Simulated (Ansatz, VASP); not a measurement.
## Sb: VASP beside Ansatz

The input POSCAR:

```
Sb
1.0
   -1.8620537774      1.8620537774      1.8900542952
    1.8620537774     -1.8620537774      1.8900542952
    1.8620537774      1.8620537774     -1.8900542952
Sb
1
Direct
    0.0000000000      0.0000000000      0.0000000000
```

Contents of INCAR.step1:

```
SYSTEM = Sb
PREC     = Accurate       ! precision mode
ENCUT    = 520            ! plane-wave cutoff, eV
ISMEAR   = -1             ! smearing method
SIGMA    = 0.08           ! smearing width, eV
LREAL    = .FALSE.        ! projectors in reciprocal space
LASPH    = .TRUE.         ! aspherical terms in the spheres
NELM     = 60             ! most SCF steps
NBANDS   = 8              ! bands
GGA      = PE             ! functional
ALGO     = Normal         ! electronic algorithm
EDIFF    = 1E-4           ! SCF threshold, eV
LWAVE    = .TRUE.         ! write WAVECAR
LCHARG   = .FALSE.        ! write CHGCAR
```

File INCAR.step2:

```
SYSTEM = Sb
PREC     = Accurate       ! precision mode
ENCUT    = 520            ! plane-wave cutoff, eV
EDIFF    = 1E-8           ! SCF threshold, eV
ISMEAR   = -1             ! smearing method
SIGMA    = 0.08           ! smearing width, eV
LREAL    = .FALSE.        ! projectors in reciprocal space
LASPH    = .TRUE.         ! aspherical terms in the spheres
NELM     = 60             ! most SCF steps
ALGO     = Normal         ! electronic algorithm
ISIF     = 2              ! what is computed and relaxed
LWAVE    = .FALSE.        ! write WAVECAR
LCHARG   = .FALSE.        ! write CHGCAR
METAGGA  = R2SCAN         ! meta-GGA
LMIXTAU  = .TRUE.       
LEFG     = .TRUE.       
NBANDS   = 8              ! bands
ISTART   = 1
```

The input KPOINTS:

```
Automatic mesh
0
G
  12 12 12
  0 0 0
```

Input for Ansatz:

```yaml
crystal:
  lattice:
    - [-1.8620537774, 1.8620537774, 1.8900542952]
    - [1.8620537774, -1.8620537774, 1.8900542952]
    - [1.8620537774, 1.8620537774, -1.8900542952]
  atoms:
    - { symbol: Sb, position: [0.0, 0.0, 0.0] }
kpoints:
  mp_grid: { grid: [12, 12, 12] }
scf:
  occupations: { method: fermi_dirac, width: 0.08 }
hamiltonian:
  xc: r2scan
  pseudopotentials: { kind: all_electron, datasets: crystal }
output:
  forces: true
  stress: true
  eigenvalues: true
  efg: { contact_densities: true }
```

Change from the starting cell: z stretched by +1 % at fixed volume, crystal datasets.

Alike in both runs: task electric field gradients; functional r2SCAN; k mesh 12 × 12 × 12; occupations fermi-dirac, width 0.08 eV; no spin polarisation.

|  | VASP | Ansatz |
| --- | --- | --- |
| version | VASP 6.6.1 | Ansatz 0.2.0 |
| potentials or method | VASP PAW PBE potentials, release 64 (Sb), cutoff 520 eV | all-electron PAW with datasets made for the crystal, scalar-relativistic |

VASP gave:

- pressure (GPa): 1.8
- traceless stress, the component that is largest in VASP (GPa): -0.25
- size of Vzz on the site where it differs most (V/Å²): 5.4

Question: Which values does Ansatz return?

Answer: Pressure (GPa): 1.9; traceless stress, the component that is largest in VASP (GPa): -0.26; size of Vzz on the site where it differs most (V/Å²): 5.9.

VASP's potentials were made for PBE, not for r2SCAN. Ansatz ran all-electron here, and VASP with PAW potentials.

Spin-orbit coupling is off throughout.
